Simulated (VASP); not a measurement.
# YN (Fm-3m) in VASP: single point with PBE

Aim: the single point of YN with PBE.

Program: VASP 6.6.1. These are calculated values, not measurements. Logs are shortened: lines on timing, memory, paths and dates and some standing lists are left out, and cuts for length are marked.

## (1) The cell of the first run

Symmetry: Fm-3m, No. 225, cubic system. The conventional cell has a = 4.877 Å, b = 4.877 Å, c = 4.877 Å, α = 90.00°, β = 90.00°, γ = 90.00°. Y (site symmetry m-3m) has 6 N at 2.44 Å within 3.2 Å. Within 3.2 Å of N (site symmetry m-3m) lie 6 Y at 2.44 Å.

## (2) Single point, PBE

The input, INCAR:

```
SYSTEM = YN
PREC = Accurate
ENCUT = 600
EDIFF = 1E-6
ISMEAR = 0
SIGMA = 0.01
LREAL = .FALSE.
LASPH = .TRUE.
NELM = 120
ALGO = Normal
ISIF = 2
LWAVE = .FALSE.
LCHARG = .TRUE.
GGA = PE
LELF = .TRUE.
LVHAR = .TRUE.
NBANDS = 15
GGA_COMPAT = .FALSE.
```

The input, KPOINTS:

```
Automatic mesh
0
G
  7 7 7
  0 0 0
```

The input, POSCAR:

```
YN
1.0
    0.0000000000      2.4385000000      2.4385000000
    2.4385000000      0.0000000000      2.4385000000
    2.4385000000      2.4385000000      0.0000000000
Y N
1 1
Direct
    0.0000000000      0.0000000000      0.0000000000
    0.5000000000      0.5000000000      0.5000000000
```

Potentials or basis: VASP PAW PBE potentials, release 64 (Y_sv, N).

Launch:

```sh
$ cat potpaw_PBE.64/Y_sv/POTCAR potpaw_PBE.64/N/POTCAR > POTCAR
$ mpirun -np 1 vasp_std > vasp.out
```

OUTCAR:

```text
SYSTEM = YN
   PREC = Accurate
   ENCUT = 600
   EDIFF = 1E-6
   ISMEAR = 0
   LREAL = .FALSE.
   LASPH = .TRUE.
   NELM = 120
   ISIF = 2
   GGA = PE

 ion  position               nearest neighbor table
   1  0.000  0.000  0.000-   2 2.44   2 2.44   2 2.44   2 2.44   2 2.44   2 2.44
   2  0.500  0.500  0.500-   1 2.44   1 2.44   1 2.44   1 2.44   1 2.44   1 2.44

  LATTYP: Found a face centered cubic cell.
 ALAT       =     4.8770000000

  Lattice vectors:

 A1 = (   0.0000000000,   2.4385000000,   2.4385000000)
 A2 = (   2.4385000000,   0.0000000000,   2.4385000000)
 A3 = (   2.4385000000,   2.4385000000,   0.0000000000)

Analysis of symmetry for initial positions (statically):
=====================================================================
 Subroutine PRICEL returns:
 Original cell was already a primitive cell.

 Routine SETGRP: Setting up the symmetry group for a
 face centered cubic supercell.

 Subroutine GETGRP returns: Found 48 space group operations
 (whereof 48 operations were pure point group operations)
 out of a pool of 48 trial point group operations.

The static configuration has the point symmetry O_h .

Analysis of symmetry for dynamics (positions and initial velocities):
=====================================================================
 Subroutine PRICEL returns:
 Original cell was already a primitive cell.

 Routine SETGRP: Setting up the symmetry group for a
 face centered cubic supercell.

 Subroutine GETGRP returns: Found 48 space group operations
 (whereof 48 operations were pure point group operations)
 out of a pool of 48 trial point group operations.

The dynamic configuration has the point symmetry O_h .

 Subroutine INISYM returns: Found 48 space group operations
 (whereof 48 operations are pure point group operations),
 and found     1 'primitive' translations

----------------------------------------------------------------------------------------

                                     Primitive cell

  volume of cell :      29.0000

  direct lattice vectors                    reciprocal lattice vectors
     0.000000000  2.438500000  2.438500000    -0.205044084  0.205044084  0.205044084
     2.438500000  0.000000000  2.438500000     0.205044084 -0.205044084  0.205044084
     2.438500000  2.438500000  0.000000000     0.205044084  0.205044084 -0.205044084

  length of vectors
     3.448559772  3.448559772  3.448559772     0.355146772  0.355146772  0.355146772

  position of ions in fractional coordinates (direct lattice)
     0.000000000  0.000000000  0.000000000
     0.500000000  0.500000000  0.500000000
[... 83 lines left out ...]
   NELECT =      16.0000    total number of electrons
   NUPDOWN=      -1.0000    fix difference up-down
   EMIN   =  10.00;   EMAX   =-10.00  energy-range for DOS
   EFERMI =   0.00;   METHOD = LEGACY
   ISMEAR =     0;   SIGMA  =   0.01  broadening in eV -4-tet -1-fermi 0-gaus
   EFERMI_NEDOS =   21; number of points for ismear=-14 and -15
   IALGO  =     38    algorithm
   IMIX   =      4    mixing-type and parameters
     AMIX     =   0.40;   BMIX     =  1.00
     AMIX_MAG =   1.60;   BMIX_MAG =  1.00
  volume/ion in A,a.u.               =      14.50        97.85
  Fermi-wavevector in a.u.,A,eV,Ry     =   1.342710  2.537353 24.529520  1.802869
  Thomas-Fermi vector in A             =   2.470842
   LORBIT       =      0    0 simple, 1 ext, 2 COOP (PROOUT), +10 PAW based schemes
   GGA     = PE    functional components
   LHFCALC =     F    Hartree Fock is set to
   AEXX    =    0.0000 exact exchange contribution
   IVDW    =     0    specifies the selected vdW correction
   LEPSILON=     F    determine dielectric tensor
   LRPA    =     F    only Hartree local field effects (RPA)
 non-spin polarized calculation
 Gauss-broadening in eV      SIGMA  =   0.01
  energy-cutoff  :      600.00
  volume of cell :       29.00
 maximum number of plane-waves:       979
   NGX = 13   NGY = 13   NGZ = 13

 number of electron      16.0000002 magnetization

 Free energy of the ion-electron system (eV)
  ---------------------------------------------------
  ext. energy  EPLUGINS =         0.00000000
  ---------------------------------------------------
  free energy    TOTEN  =       -18.22209053 eV

  energy without entropy =      -18.22209053  energy(sigma->0) =      -18.22209053

 E-fermi :   4.3903     XC(G=0): -11.2810

 val. band max:        4.2054158193   @ k =   0.0000   0.0000   0.0000
 cond. band min:       4.4730467204   @ k =   0.4286   0.4286   0.0000
 fundamental gap:      0.2676309011
 Fermi energy:         4.3903411311

 k-point     1 :       0.0000    0.0000    0.0000
  band No.  band energies     occupation
      1     -36.6047      2.00000
      2     -16.2415      2.00000
      3     -16.2415      2.00000
      4     -16.2415      2.00000
      5      -8.7289      2.00000
      6       4.2054      2.00000
      7       4.2054      2.00000
      8       4.2054      2.00000
      9       7.3490      0.00000
     10       7.3490      0.00000
     11       7.3490      0.00000
     12       8.4214      0.00000
     13       9.3463      0.00000
     14       9.3463      0.00000
[... 329 lines left out ...]
      2     -16.8930      2.00000
      3     -16.8849      2.00000
      4     -16.5568      2.00000
      5      -7.7383      2.00000
      6       1.8554      2.00000
      7       2.6315      2.00000
      8       2.6652      2.00000
      9       7.6823      0.00000
     10       8.9975      0.00000
     11      11.7388      0.00000
     12      11.8463      0.00000
     13      13.2202      0.00000
     14      16.5097      0.00000
     15      17.2370      0.00000

------------------------ aborting loop because EDIFF is reached ----------------------------------------

  FORCE on cell =-STRESS in cart. coord.  units (eV):
  Direction    XX          YY          ZZ          XY          YZ          ZX
  --------------------------------------------------------------------------------------
  -------------------------------------------------------------------------------------
  Total        0.5005380      0.5005380      0.5005380     -0.0000000     -0.0000000      0.0000000
  in kB       27.6534543     27.6534543     27.6534543     -0.0000000     -0.0000000      0.0000000
  external PRESSURE =      27.6534543 kB  Pullay stress =       0.0000000 kB

 VOLUME and BASIS-vectors are now :
 -----------------------------------------------------------------------------
  energy-cutoff  :      600.00
  volume of cell :       29.00
      direct lattice vectors                 reciprocal lattice vectors
     0.000000000  2.438500000  2.438500000    -0.205044084  0.205044084  0.205044084
     2.438500000  0.000000000  2.438500000     0.205044084 -0.205044084  0.205044084
     2.438500000  2.438500000  0.000000000     0.205044084  0.205044084 -0.205044084

 POSITION                                       TOTAL-FORCE (eV/Angst)
 -----------------------------------------------------------------------------------
      0.00000      0.00000      0.00000         0.000000     -0.000000      0.000000
      2.43850      2.43850      2.43850        -0.000000      0.000000     -0.000000
 -----------------------------------------------------------------------------------
    total drift:                                0.000000      0.000000      0.000000

  FREE ENERGIE OF THE ION-ELECTRON SYSTEM (eV)
  ---------------------------------------------------
  free  energy   TOTEN  =       -18.2220905271 eV

  energy  without entropy=      -18.2220905271  energy(sigma->0) =      -18.22209053
```

stdout:

```text
POSCAR found type information on POSCAR Y N
 POSCAR found :  2 types and       2 ions
 scaLAPACK will be used
 LDA part: xc-table for (Slater+PW92), standard interpolation
 POSCAR, INCAR and KPOINTS ok, starting setup
 FFT: planning ... GRIDC
 FFT: planning ... GRID_SOFT
 FFT: planning ... GRID
 WAVECAR not read
 entering main loop
```

Wall time 7.7 s (1 thread of AMD EPYC 9R45 (Zen 5), shared host); peak memory 0.14 GiB.

Results:

| Property | Result |
| --- | --- |
| Free energy | -18.2221 eV |
| Pressure | 2.8 GPa |
| Band gap on the k mesh | 0.27 eV (least direct gap 0.68 eV) |

Caveat: semilocal functionals underestimate gaps, and a narrow one can read as zero; an odd mesh through Γ misses points on the zone boundary, where band edges can lie.
